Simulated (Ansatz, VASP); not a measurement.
**Hf4F: VASP beside Ansatz**

```xyz
5
Lattice="3.2048 0.0000 0.0000 -1.6024 2.7755 0.0000 0.0000 0.0000 24.5281" Properties=species:S:1:pos:R:3 pbc="T T T"
Hf    1.6024    0.9252    4.0000
Hf    0.0000    1.8503    6.5338
Hf    1.6024    0.9252    9.1563
Hf    0.0000    1.8503   11.5281
F     2.6707    0.3084   13.6181
```

Alike in both runs: task single point; functional PBE; k mesh 9 × 9 × 1; occupations gaussian, width 0.1 eV; no spin polarisation.

|  | VASP | Ansatz |
| --- | --- | --- |
| version | VASP 6.6.1 | Ansatz 0.2.0 |
| potentials or method | VASP PAW PBE potentials, release 64 (Hf_pv, F), cutoff 520 eV | scalar-relativistic, plane waves, PAW |
| valence electrons in the cell | 47 | 111 |

|  | VASP | Ansatz | Ansatz less VASP |
| --- | --- | --- | --- |
| gap on the k mesh at the Fermi level (eV) | none | none | - |
| rms of the force components (eV/Å) | 1.486 | 1.486 | +0.0003 |

Atom by atom the forces differ by 0.016 eV/Å (rms over components). A gap of «none» marks a metal or a gap that the smearing closes. VASP's potentials hold 47 valence electrons a cell and Ansatz's 111, so a difference there can come from the potentials and not from the codes.

Spin-orbit coupling is off throughout.
